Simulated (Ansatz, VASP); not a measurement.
**Two plane-wave programs on Si7Ge**

File INCAR:

```
PREC = Accurate ; ENCUT = 520
EDIFF = 1E-6 ; ISMEAR = 0
SIGMA = 0.03 ; LREAL = False
LASPH = True ; NELM = 100
ALGO = Normal ; ISIF = 2
LWAVE = False ; LCHARG = True
GGA = PS ; LELF = True
LVHAR = True ; NBANDS = 31
```

File KPOINTS:

```
Automatic mesh
0
Gamma
  8 8 8
```

File POSCAR:

```
Si7Ge
1.0
    5.2438110820      0.0000000000      0.0000000000
    0.0000000000      5.2438110820      0.0000000000
    0.0000000000      0.0000000000      5.9160676627
Si Ge
7 1
Direct
    0.2525986838      0.2525986838      0.2525986838
    0.0000000000      0.5000000000      0.5000000000
    0.5000000000      0.5000000000      0.0000000000
    0.5000000000      0.0000000000      0.5000000000
    0.7474013162      0.2525986838      0.7474013162
    0.7474013162      0.7474013162      0.2525986838
    0.2525986838      0.7474013162      0.7474013162
    0.0000000000      0.0000000000      0.0000000000
```

Input for Ansatz:

```yaml
crystal:
  lattice:
    - [5.243811082, 0.0, 0.0]
    - [0.0, 5.243811082, 0.0]
    - [0.0, 0.0, 5.9160676627]
  atoms:
    - { symbol: Si, position: [0.2525986838, 0.2525986838, 0.2525986838] }
    - { symbol: Si, position: [0.0, 0.5, 0.5] }
    - { symbol: Si, position: [0.5, 0.5, 0.0] }
    - { symbol: Si, position: [0.5, 0.0, 0.5] }
    - { symbol: Si, position: [0.7474013162, 0.2525986838, 0.7474013162] }
    - { symbol: Si, position: [0.7474013162, 0.7474013162, 0.2525986838] }
    - { symbol: Si, position: [0.2525986838, 0.7474013162, 0.7474013162] }
    - { symbol: Ge, position: [0.0, 0.0, 0.0] }
basis:
  ecutwfc: 420
kpoints:
  mp_grid: { grid: [8, 8, 8] }
hamiltonian:
  xc: pbesol
  pseudopotentials: { kind: paw, azcp: { folder: soft_1 } }
scf:
  occupations: { method: gaussian, width: 0.03 }
output:
  forces: true
  stress: true
  eigenvalues: true
```

Alike in both runs: task single point; functional PBEsol; k mesh 8 × 8 × 8; occupations gaussian, width 0.03 eV; no spin polarisation.

|  | VASP | Ansatz |
| --- | --- | --- |
| version | VASP 6.6.1 | Ansatz 0.2.0 |
| potentials or method | VASP PAW PBE potentials, release 64 (Si, Ge_d), cutoff 520 eV | scalar-relativistic, plane waves, PAW |
| valence electrons in the cell | 42 | 42 |

VASP gave:

| Property | Result |
| --- | --- |
| gap on the k mesh at the Fermi level (eV) | none |
| pressure (GPa) | -0.4 |
| traceless stress, the component that is largest in VASP (GPa) | -8.71 |
| rms of the force components (eV/Å) | 0.015 |

Problem. What did Ansatz give for the same quantities?

Solution. gap on the k mesh at the Fermi level (eV): none; pressure (GPa): -0.4; traceless stress, the component that is largest in VASP (GPa): -8.71; rms of the force components (eV/Å): 0.017.

VASP's potentials were made for PBE, not for PBEsol, and Ansatz warns of the same on its side. Atom by atom the forces differ by 0.003 eV/Å (rms over components). A gap of «none» marks a metal or a gap that the smearing closes.
